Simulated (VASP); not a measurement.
Set up this calculation in VASP 6.6.1, as the native input.

```yaml
Task: single point
Functional: PBEsol
Potentials_or_basis: VASP PAW PBE potentials, release 64 (Ga_d, O)
Cutoff: 520 eV
k_mesh: 4 × 4 × 3
Occupations: fermi-dirac, width 0.05 eV
Spin: no spin polarisation
Dipole_correction: no
Further_INCAR_settings: ALGO = Normal; EDIFF = 1e-07; NBANDS = 55
```

The structure of Ga2O3 lies in POSCAR:

```
Ga2O3
1.0
    2.4394070000      4.4047590000     -0.0406480000
   -2.5088970000      4.4448790000      0.0348020000
   -2.5535400000      1.4919630000      4.4909710000
Ga O
4 6
Direct
    0.3309602116      0.3244647425      0.0452407394
    0.1719830299      0.6982848017      0.4253287448
    0.6818139971      0.6257626583      0.9784842929
    0.8912972971      0.2665710866      0.5922485907
    0.5642109856      0.1876442026      0.7446115004
    0.2677434811      0.8095257335      0.7346137667
    0.9617074100      0.5011236412      0.7397781856
    0.4854104305      0.8011068593      0.2457165371
    0.7563750821      0.1613728934      0.2858931921
    0.0652270535      0.5094831743      0.2633506909
```

The input as run:

INCAR

```
SYSTEM = Ga2O3
PREC = Accurate
ENCUT = 520
EDIFF = 1E-7
ISMEAR = -1
SIGMA = 0.05
LREAL = .FALSE.
LASPH = .TRUE.
NELM = 60
ALGO = Normal
ISIF = 2
LWAVE = .FALSE.
LCHARG = .FALSE.
GGA = PS
NBANDS = 55
```

KPOINTS

```
regular mesh
0
G
  4 4 3
  0 0 0
```

Potentials or basis: VASP PAW PBE potentials, release 64 (Ga_d, O).

Command:

```console
$ cat potpaw_PBE.64/Ga_d/POTCAR potpaw_PBE.64/O/POTCAR > POTCAR
$ mpirun -np 1 vasp_std > vasp.out
```

Results of the run:

```yaml
Pressure: 2.4 GPa
Largest_force: 2.836 eV/Å
Band_gap_on_the_k_mesh: 2.16 eV (least direct gap 2.22 eV)
```

Caveat: the k points lie up to 0.47 Å⁻¹ apart; the PAW data sets were made with another functional, which shifts forces and pressure a little; an odd mesh through Γ misses points on the zone boundary, where band edges can lie.

Wall time 110 s on 1 thread of Intel(R) Xeon(R) 6975P-C (Granite Rapids), with other jobs on the host, peak memory 0.28 GiB.
